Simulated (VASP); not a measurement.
# Cu: single point with LDA

The system is Cu, a slab with vacuum.

```
Cu
1.0
     2.46100    0.00000    0.00000
     1.23050    2.13129    0.00000
     0.00000    0.00000   26.05639
Cu
7
Direct
  0.00000 0.00000 0.26529
  0.33333 0.33333 0.34323
  0.66667 0.66667 0.42153
  0.00000 0.00000 0.50000
  0.33333 0.33333 0.57847
  0.66667 0.66667 0.65677
  0.00000 0.00000 0.73471
```

```yaml
Program: VASP 6.6.1
Task: single point
Functional: LDA
Potentials_or_basis: VASP PAW LDA potentials, release 64 (Cu)
Cutoff: 520 eV
k_mesh: 24 × 24 × 1
Occupations: gaussian, width 0.1 eV
Spin: no spin polarisation
Dipole_correction: yes
Further_INCAR_settings: ALGO = Normal; EDIFF = 1e-06; NBANDS = 48
```

* Largest force: 0.030 eV/Å

Forces on the atoms (eV/Å):
```
Cu   0.000  0.000 -0.030
Cu   0.000  0.000 -0.001
Cu   0.000  0.000 -0.004
Cu   0.000  0.000  0.000
Cu   0.000  0.000  0.004
Cu   0.000  0.000  0.001
Cu   0.000  0.000  0.030
```

Levels at points of the mesh, in eV from the Fermi level:
| k point | band 36 | band 37 | band 38 | band 39 | band 40 | band 41 | band 42 | band 43 |
| --- | --- | --- | --- | --- | --- | --- | --- | --- |
| (0.00, 0.00, 0.00) | -1.96 | -1.96 | -1.78 | -1.78 | -1.75 | -1.75 | -1.00 | -0.69 |
| (0.50, 0.00, 0.00) | -0.73 | 0.04 | 0.69 | 1.11 | 1.33 | 1.53 | 1.54 | 4.49 |

Wall time 6.4 min on 1 thread of Intel(R) Xeon(R) Platinum 8559C (Emerald Rapids) (shared host), peak memory 0.39 GiB.
